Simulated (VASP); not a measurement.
A run of VASP 6.6.1:

INCAR

```
SYSTEM = Ir
  PREC = Accurate
  ENCUT = 520
  EDIFF = 1E-7
  ISMEAR = -1
  SIGMA = 0.1
  LREAL = .False.
  LASPH = .True.
  NELM = 60
  ALGO = Normal
  ISIF = 2
  LWAVE = .False.
  LCHARG = .False.
  GGA = B5
  ALDAX = 1.0
  AGGAX = 1.0
  AGGAC = 1.0
  ALDAC = 0.0
  NBANDS = 10
```

The input KPOINTS:

```
regular mesh
0
Gamma
  14 14 14
  0 0 0
```

The input POSCAR:

```
Ir
1.0
   -1.5833006708      1.5833006708      1.5833006708
    1.5833006708     -1.5833006708      1.5833006708
    1.5833006708      1.5833006708     -1.5833006708
Ir
1
Direct
    0.0000000000      0.0000000000      0.0000000000
```

Potentials or basis: VASP PAW PBE potentials, release 64 (Ir).

Run with:

```console
$ cat potpaw_PBE.64/Ir/POTCAR > POTCAR
$ mpirun -np 1 vasp_std > vasp.out
```

Hardware: 1 thread of Intel Xeon 8259CL (shared host).

Estimate the wall time of this run.

Wall time 25 s on 1 thread of Intel Xeon 8259CL, with other jobs on the host, peak memory 0.14 GiB. Counts: scf iterations 12, k points 104.
